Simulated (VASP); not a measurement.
# SnO2 (Cassiterite) (P4_2/mnm) in VASP: notebook, part 2 of 2

VASP 6.6.1. Earlier steps stand in the parts before.

## 5. Relaxation of the atoms, PBE (volume scaled by 1.02)

Input file INCAR:

```
SYSTEM = SnO2
  PREC = Accurate
  ENCUT = 520
  EDIFF = 1E-6
  ISMEAR = -1
  SIGMA = 0.02
  LREAL = .FALSE.
  LASPH = .TRUE.
  NELM = 100
  ALGO = Normal
  ISIF = 2
  LWAVE = .FALSE.
  LCHARG = .FALSE.
  GGA = PE
  IBRION = 2
  NSW = 80
  EDIFFG = -0.02
```

Input file KPOINTS:

```
regular mesh
0
G
  7 7 9
  0 0 0
```

Input file POSCAR:

```
SnO2
1.0
    4.7693783979      0.0000000000      0.0000000000
    0.0000000000      4.7693783979      0.0000000000
    0.0000000000      0.0000000000      3.2076032640
Sn O
2 4
Direct
    0.0000000000      0.0000000000      0.0000000000
    0.5000000000      0.5000000000      0.5000000000
    0.3053957314      0.3053957314      0.0000000000
    0.1946042686      0.8053957314      0.5000000000
    0.6946042686      0.6946042686      0.0000000000
    0.8053957314      0.1946042686      0.5000000000
```

Potentials or basis: VASP PAW PBE potentials, release 64 (Sn_d, O).

On the command line:

```console
cat potpaw_PBE.64/Sn_d/POTCAR potpaw_PBE.64/O/POTCAR > POTCAR
mpirun -np 1 vasp_std > vasp.out
```

OUTCAR:

```text
SYSTEM = SnO2
   PREC = Accurate
   ENCUT = 520
   EDIFF = 1E-6
   ISMEAR = -1
   LREAL = .FALSE.
   LASPH = .TRUE.
   NELM = 100
   ISIF = 2
   GGA = PE
   IBRION = 2
   NSW = 80
   EDIFFG = -0.02

 ion  position               nearest neighbor table
   1  0.000  0.000  0.000-   3 2.06   5 2.06   4 2.07   6 2.07   4 2.07   6 2.07   2 3.73   2 3.73
                             2 3.73   2 3.73   2 3.73   2 3.73   2 3.73   2 3.73
   2  0.500  0.500  0.500-   4 2.06   6 2.06   5 2.07   3 2.07   3 2.07   5 2.07   1 3.73   1 3.73
                             1 3.73   1 3.73   1 3.73   1 3.73   1 3.73   1 3.73
   3  0.305  0.305  0.000-   1 2.06   2 2.07   2 2.07
   4  0.195  0.805  0.500-   2 2.06   1 2.07   1 2.07
   5  0.695  0.695  0.000-   1 2.06   2 2.07   2 2.07
   6  0.805  0.195  0.500-   2 2.06   1 2.07   1 2.07

  LATTYP: Found a simple tetragonal cell.
 ALAT       =     4.7693783979
 C/A-ratio  =     0.6725411566

  Lattice vectors:

 A1 = (   4.7693783979,   0.0000000000,   0.0000000000)
 A2 = (   0.0000000000,   4.7693783979,   0.0000000000)
 A3 = (   0.0000000000,   0.0000000000,   3.2076032640)

Analysis of symmetry for initial positions (statically):
=====================================================================
 Subroutine PRICEL returns:
 Original cell was already a primitive cell.

 Routine SETGRP: Setting up the symmetry group for a
 simple tetragonal supercell.

 Subroutine GETGRP returns: Found 16 space group operations
 (whereof  8 operations were pure point group operations)
 out of a pool of 16 trial point group operations.

The static configuration has the point symmetry D_2h.
 The point group associated with its full space group is D_4h.

[... 193 lines left out ...]
      0.00000      0.00000      0.00000         0.000000      0.000000     -0.000000
      2.38469      2.38469      1.60380         0.000000      0.000000     -0.000000
      1.45655      1.45655      0.00000         0.035346      0.035346     -0.000000
      0.92814      3.84124      1.60380        -0.035346      0.035346     -0.000000
      3.31283      3.31283      0.00000        -0.035346     -0.035346      0.000000
      3.84124      0.92814      1.60380         0.035346     -0.035346     -0.000000
 -----------------------------------------------------------------------------------
    total drift:                                0.000000      0.000000      0.000000

  FREE ENERGIE OF THE ION-ELECTRON SYSTEM (eV)
  ---------------------------------------------------
  free  energy   TOTEN  =       -37.2504015762 eV

  energy  without entropy=      -37.2504015762  energy(sigma->0) =      -37.25040158

--------------------------------------- Ionic step        2  -------------------------------------------

 number of electron      52.0000007 magnetization

 Free energy of the ion-electron system (eV)
  ---------------------------------------------------
  ext. energy  EPLUGINS =         0.00000000
  ---------------------------------------------------
  free energy    TOTEN  =       -37.25062144 eV

  energy without entropy =      -37.25062144  energy(sigma->0) =      -37.25062144

 E-fermi :   6.3769     XC(G=0): -11.1550

 val. band max:        5.9181851521   @ k =   0.0000   0.0000   0.0000
 cond. band min:       6.9326972315   @ k =   0.0000   0.0000   0.0000
 fundamental gap:      1.0145120794
 Fermi energy:         6.3769340564

 k-point     1 :       0.0000    0.0000    0.0000
  band No.  band energies     occupation
      1     -15.1659      2.00000
      2     -14.4129      2.00000
      3     -14.1878      2.00000
      4     -14.1600      2.00000
      5     -14.1600      2.00000
      6     -14.0961      2.00000
[... 805 lines left out ...]
     30      14.3401      0.00000
     31      15.1547      0.00000

 [... further k-points ...]
[... 5 lines left out ...]
  --------------------------------------------------------------------------------------
  -------------------------------------------------------------------------------------
  Total        2.9831516      2.9831516      3.6508776      0.0000000      0.0000000      0.0000000
  in kB       65.5060925     65.5060925     80.1684806      0.0000000      0.0000000      0.0000000
  external PRESSURE =      70.3935552 kB  Pullay stress =       0.0000000 kB

 VOLUME and BASIS-vectors are now :
 -----------------------------------------------------------------------------
  energy-cutoff  :      520.00
  volume of cell :       72.96
      direct lattice vectors                 reciprocal lattice vectors
     4.769378398  0.000000000  0.000000000     0.209670929  0.000000000  0.000000000
     0.000000000  4.769378398  0.000000000     0.000000000  0.209670929  0.000000000
     0.000000000  0.000000000  3.207603264     0.000000000  0.000000000  0.311759254

 POSITION                                       TOTAL-FORCE (eV/Angst)
 -----------------------------------------------------------------------------------
      0.00000      0.00000      3.20760         0.000000     -0.000000     -0.000000
      2.38469      2.38469      1.60380         0.000000     -0.000000     -0.000000
      1.45825      1.45825      3.20760        -0.003291     -0.003291      0.000000
      0.92644      3.84294      1.60380         0.003291     -0.003291      0.000000
      3.31113      3.31113      0.00000         0.003291      0.003291     -0.000000
      3.84294      0.92644      1.60380        -0.003291      0.003291     -0.000000
 -----------------------------------------------------------------------------------
    total drift:                                0.000000      0.000000      0.000000

  FREE ENERGIE OF THE ION-ELECTRON SYSTEM (eV)
  ---------------------------------------------------
  free  energy   TOTEN  =       -37.2506214439 eV

  energy  without entropy=      -37.2506214439  energy(sigma->0) =      -37.25062144

 reached required accuracy - stopping structural energy minimisation
```

OSZICAR:

```text
N       E                     dE             d eps       ncg     rms          rms(c)
DAV:   1     0.667686538652E+03    0.66769E+03   -0.26340E+04  3300   0.261E+03
DAV:   2     0.554803320412E+02   -0.61221E+03   -0.59060E+03  3533   0.681E+02
DAV:   3    -0.388011157570E+02   -0.94281E+02   -0.92857E+02  3562   0.227E+02
[... 14 lines left out ...]
DAV:   2    -0.372506462109E+02   -0.34406E-03   -0.36883E-03  3786   0.404E-01    0.316E-02
DAV:   3    -0.372506297508E+02    0.16460E-04   -0.55972E-05  3762   0.599E-02    0.198E-02
DAV:   4    -0.372506203929E+02    0.93579E-05   -0.33070E-05  3631   0.525E-02    0.332E-03
DAV:   5    -0.372506214019E+02   -0.10090E-05   -0.10892E-05  3450   0.236E-02    0.237E-03
DAV:   6    -0.372506214439E+02   -0.41979E-07   -0.12403E-07  2145   0.380E-03
   2 F= -.37250621E+02 E0= -.37250621E+02  d E =-.219868E-03
```

Wall time 3.8 min (1 thread of Oxide Virtual Turin-like, shared host); peak memory 0.2 GiB.

Results:

```
Free energy                  : -37.2506 eV
Energy gained by relaxing    : 0.0 meV/atom
Ionic steps                  : 2
Pressure after relaxing      : 7.0 GPa
Largest force after relaxing : 0.005 eV/Å
Band gap on the k mesh       : 1.01 eV, direct
```

Forces on the atoms (eV/Å):
```
Sn   0.000  0.000  0.000
Sn   0.000  0.000  0.000
O   -0.003 -0.003  0.000
O    0.003 -0.003  0.000
O    0.003  0.003  0.000
O   -0.003  0.003  0.000
```

Stress tensor (GPa, compression positive):
```
6.55 0.00 0.00
0.00 6.55 0.00
0.00 0.00 8.02
```

Step by step:
| step | energy change (eV) | largest force (eV/Å) | pressure (GPa) |
| --- | --- | --- | --- |
| 1 | 0.0000 | 0.0500 | 6.98 |
| 2 | -0.0002 | 0.0047 | 7.04 |

Final structure:
```cif
data_structure
_symmetry_space_group_name_H-M 'P 1'
_symmetry_Int_Tables_number 1
_cell_length_a 4.7694
_cell_length_b 4.7694
_cell_length_c 3.2076
_cell_angle_alpha 90.000
_cell_angle_beta 90.000
_cell_angle_gamma 90.000
_cell_volume 72.96
loop_
_atom_site_label
_atom_site_type_symbol
_atom_site_fract_x
_atom_site_fract_y
_atom_site_fract_z
_atom_site_occupancy
Sn1 Sn 0.00000 0.00000 0.00000 1
Sn2 Sn 0.50000 0.50000 0.50000 1
O1 O 0.30575 0.30575 0.00000 1
O2 O 0.19425 0.80575 0.50000 1
O3 O 0.69425 0.69425 0.00000 1
O4 O 0.80575 0.19425 0.50000 1
```

Caveat: spin-orbit coupling is left out, which moves the levels of the heavy elements.

## 6. Relaxation of the atoms, PBE (z stretched by +3 %)

Input file INCAR:

```
  PREC = Accurate
  ENCUT = 520
  EDIFF = 1E-7
  ISMEAR = -1
  SIGMA = 0.02
  LREAL = F
  LASPH = T
  NELM = 60
  ALGO = Normal
  ISIF = 2
  LWAVE = F
  LCHARG = F
  GGA = PE
  IBRION = 2
  NSW = 80
  EDIFFG = -0.02
```

Input file KPOINTS:

```
regular mesh
0
Gamma
  7 7 9
```

POSCAR: that of step 5 with these lines changed.

```diff
@@ -2,5 +2,5 @@
 1.0
-    4.7693783979      0.0000000000      0.0000000000
-    0.0000000000      4.7693783979      0.0000000000
-    0.0000000000      0.0000000000      3.2076032640
+    4.7380000000      0.0000000000      0.0000000000
+    0.0000000000      4.7380000000      0.0000000000
+    0.0000000000      0.0000000000      3.2820950000
 Sn O
```

Potentials or basis: VASP PAW PBE potentials, release 64 (Sn_d, O).

On the command line:

```console
cat potpaw_PBE.64/Sn_d/POTCAR potpaw_PBE.64/O/POTCAR > POTCAR
mpirun -np 1 vasp_std > vasp.out
```

Wall time 5.1 min (1 thread of Oxide Virtual Turin-like, shared host); peak memory 0.2 GiB.

Results (log left out):

| Property | Result |
| --- | --- |
| Free energy | -37.2598 eV |
| Energy gained by relaxing | 0.5 meV/atom |
| Ionic steps | 2 |
| Pressure after relaxing | 4.1 GPa |
| Largest force after relaxing | 0.015 eV/Å |
| Band gap on the k mesh | 0.83 eV, direct |

Forces on the atoms (eV/Å):
```
Sn   0.000  0.000  0.000
Sn   0.000  0.000  0.000
O   -0.011 -0.011  0.000
O    0.011 -0.011  0.000
O    0.011  0.011  0.000
O   -0.011  0.011  0.000
```

Stress tensor (GPa, compression positive):
```
5.79 0.00 0.00
0.00 5.79 0.00
0.00 0.00 0.84
```

The path:
| step | energy change (eV) | largest force (eV/Å) | pressure (GPa) |
| --- | --- | --- | --- |
| 1 | 0.0000 | 0.1829 | 4.00 |
| 2 | -0.0030 | 0.0152 | 4.14 |

Final structure:
```
Sn O
1.0
     4.73800    0.00000    0.00000
     0.00000    4.73800    0.00000
     0.00000    0.00000    3.28209
Sn O
2 4
Direct
  0.00000 0.00000 0.00000
  0.50000 0.50000 0.50000
  0.30671 0.30671 0.00000
  0.19329 0.80671 0.50000
  0.69329 0.69329 0.00000
  0.80671 0.19329 0.50000
```

Levels at points of the mesh, in eV from the valence-band top:
```csv
k point,band 24,band 25,band 26,band 27,band 28,band 29
"(0.00, 0.00, 0.00)",-0.72,-0.72,0.00,0.83,5.63,5.98
```

Caveat: the cell differs from its parent crystal (z stretched by +3 %); spin-orbit coupling is left out, which moves the levels of the heavy elements.

## 7. Summary

| cell | gap on the mesh (eV) | pressure (GPa) | largest force (eV/Å) |
| --- | --- | --- | --- |
| atoms relaxed from a = 4.738, b = 4.738, c = 3.250 Å, 6 atoms | 0.96 | 6.4 | 0.01 |
| atoms relaxed from a = 4.738, b = 4.738, c = 3.218 Å, 6 atoms | 1.10 | 8.8 | 0.01 |
| atoms relaxed from a = 4.738, b = 4.738, c = 3.091 Å, 6 atoms | 1.64 | 20.0 | - |
| atoms relaxed from a = 4.769, b = 4.769, c = 3.208 Å, 6 atoms | 1.01 | 7.0 | - |
| atoms relaxed from a = 4.738, b = 4.738, c = 3.282 Å, 6 atoms | 0.83 | 4.1 | 0.02 |

Alike in all rows: task relaxation of the atoms; level PBE; potentials or basis VASP PAW PBE potentials, release 64 (Sn_d, O); no spin polarisation; k mesh 7 × 7 × 9; cutoff (eV) 520; smearing fermi-dirac 0.02 eV.

Caveats: spin-orbit coupling is left out, which moves the levels of the heavy elements.

Total energies depend on the potentials used, so only differences within one code and one set of settings carry meaning.
